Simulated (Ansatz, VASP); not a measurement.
Ta: VASP beside Ansatz

```xyz
1
Lattice="-1.6513 1.6513 1.6513 1.6513 -1.6513 1.6513 1.6513 1.6513 -1.6513" Properties=species:S:1:pos:R:3 pbc="T T T"
Ta    0.0000    0.0000    0.0000
```

Alike in both runs: task single point; functional HF; k mesh 6 × 6 × 6; occupations fermi-dirac, width 0.05 eV; no spin polarisation.

|  | VASP | Ansatz |
| --- | --- | --- |
| version | VASP 6.6.1 | Ansatz 0.2.0 |
| potentials or method | VASP PAW PBE potentials, release 64 (Ta_pv) | Ansatz PAW |
| plane-wave cutoff (eV) | 520 | 420 |
| valence electrons in the cell | 11 | 13 |

VASP gave:

- gap on the k mesh at the Fermi level (eV): none
- pressure (GPa): 12.2

**Question.** Estimate Ansatz's values.

**Answer.** gap on the k mesh at the Fermi level (eV): none; pressure (GPa): 17.4.

VASP's potentials were made for PBE, not for HF. A gap of «none» marks a metal or a gap that the smearing closes. One of these differences is far larger than is usual between the two programs; its cause wasn't traced. With one functional, cell and mesh, what is left measures potentials, basis and numerics. VASP's potentials hold 11 valence electrons a cell and Ansatz's 13, so a difference there can come from the potentials and not from the codes.

The k mesh is coarse, so the values compare programs but aren't converged. Spin-orbit coupling is off throughout.
